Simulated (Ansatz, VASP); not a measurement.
**Mg in VASP and in Ansatz**

```
Mg
1.0
     5.61198    0.00000    0.00000
     0.00000    5.61198    0.00000
     0.00000    0.00000    5.61198
Mg
8
Direct
  0.00000 0.00000 0.00000
  0.50000 0.50000 0.50000
  0.25000 0.00000 0.50000
  0.75000 0.00000 0.50000
  0.50000 0.25000 0.00000
  0.50000 0.75000 0.00000
  0.00000 0.50000 0.25000
  0.00000 0.50000 0.75000
```

Alike in both runs: functional LDA; k mesh 5 × 5 × 5; occupations fermi-dirac, width 0.1 eV; no spin polarisation.

Ansatz relaxed the structure, and its values are those at the end. VASP's run is a single point on that final structure, the one shown.

|  | VASP | Ansatz |
| --- | --- | --- |
| version | VASP 6.6.1 | Ansatz 0.2.0 |
| potentials or method | VASP PAW LDA potentials, release 64 (Mg), cutoff 520 eV | plane waves (420 eV) with PAW, scalar-relativistic |
| valence electrons in the cell | 16 | 80 |

```tsv
	VASP	Ansatz	Ansatz less VASP
pressure (GPa)	-0.3	0.0	+0.31
```

Ansatz warns that its potentials were made for another functional, while VASP's fit it. LDA's correlation is that of Perdew and Zunger in VASP and of Perdew and Wang (1992) in Ansatz. VASP's potentials hold 16 valence electrons a cell and Ansatz's 80, so a difference there can come from the potentials and not from the codes.
